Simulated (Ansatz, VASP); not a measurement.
# TlReSi in VASP and in Ansatz

Contents of INCAR:

```
ALGO     = Normal         # electronic algorithm
EDIFF    = 1E-7           # SCF threshold, eV
ENCUT    = 520            # plane-wave cutoff, eV
GGA      = PE             # functional
ISIF     = 2              # what is computed and relaxed
ISMEAR   = -1             # smearing method
LASPH    = T              # aspherical terms in the spheres
LCHARG   = F              # write CHGCAR
LREAL    = F              # projectors in reciprocal space
LWAVE    = F              # write WAVECAR
NBANDS   = 33             # bands
NELM     = 80             # most SCF steps
PREC     = Accurate       # precision mode
SIGMA    = 0.1            # smearing width, eV
```

File KPOINTS:

```
k-points
0
Gamma
  10 10 4
```

File POSCAR:

```
TlReSi
1.0
    3.4518090000      0.0000000000      0.0000000000
    0.0000000000      3.4518090000      0.0000000000
    0.0000000000      0.0000000000      8.7035460000
Re Si Tl
2 2 2
Direct
    0.7500000000      0.7500000000      0.7306300000
    0.2500000000      0.2500000000      0.2693700000
    0.2500000000      0.2500000000      0.9146000000
    0.7500000000      0.7500000000      0.0854000000
    0.7500000000      0.7500000000      0.4152000000
    0.2500000000      0.2500000000      0.5848000000
```

Input for Ansatz:

```yaml
crystal:
  lattice:
    - [3.451809, 0.0, 0.0]
    - [0.0, 3.451809, 0.0]
    - [0.0, 0.0, 8.703546]
  atoms:
    - { symbol: Re, position: [0.75, 0.75, 0.73063] }
    - { symbol: Re, position: [0.25, 0.25, 0.26937] }
    - { symbol: Si, position: [0.25, 0.25, 0.9146] }
    - { symbol: Si, position: [0.75, 0.75, 0.0854] }
    - { symbol: Tl, position: [0.75, 0.75, 0.4152] }
    - { symbol: Tl, position: [0.25, 0.25, 0.5848] }
  symmetry: { tolerance: 0.0003 }
kpoints:
  mp_grid: { grid: [10, 10, 4], shift: [0, 0, 0] }
  band_path:
    path:
      - [0.0, 0.0, 0.0]
      - [0.0, 0.5, 0.0]
      - [0.5, 0.5, 0.0]
      - [0.0, 0.0, 0.0]
      - [0.0, 0.0, 0.5]
      - [0.0, 0.5, 0.5]
      - [0.5, 0.5, 0.5]
      - [0.0, 0.0, 0.5]
      - [0.0, 0.5, 0.0]
      - [0.0, 0.5, 0.5]
      - [0.5, 0.5, 0.0]
    npoints: 6
magnetization:
  spin_polarized: false
scf:
  occupations: { method: fermi_dirac }
  lower_state_search: "off"
  max_iter: 200
hamiltonian:
  pseudopotentials: { kind: paw }
  xc: pbe
basis:
  ecutwfc: 420
  fft_grid_basis: typed
output:
  forces: true
  stress: true
  eigenvalues: true
  bader: true
  populations: true
  elf: true
  write_potential: true
  volumetric_format: npy
  dos:
    e_range: [-12, 8]
    de: 0.05
    projected: { site_lists: { Re: [Re], Si: [Si], Tl: [Tl] } }
checkpoint:
  read: saved_state
```

Alike in both runs: task single point; functional PBE; k mesh 10 × 10 × 4; no spin polarisation.

|  | VASP | Ansatz |
| --- | --- | --- |
| version | VASP 6.6.1 | Ansatz 0.2.0 |
| potentials or method | VASP PAW PBE potentials, release 64 (Re, Si, Tl_d), cutoff 520 eV | PAW plane waves |
| occupations | fermi-dirac, width 0.1 eV | fermi-dirac |
| valence electrons in the cell | 48 | 64 |

```tsv
	VASP	Ansatz	Ansatz less VASP
pressure (GPa)	7.1	7.1	+0.03
traceless stress, the component that is largest in VASP (GPa)	-1.69	-1.66	+0.027
rms of the force components (eV/Å)	2.220	2.225	+0.0049
```

Atom by atom the forces differ by 0.007 eV/Å (rms over components). VASP's potentials hold 48 valence electrons a cell and Ansatz's 64, so a difference there can come from the potentials and not from the codes.

Spin-orbit coupling is off throughout.
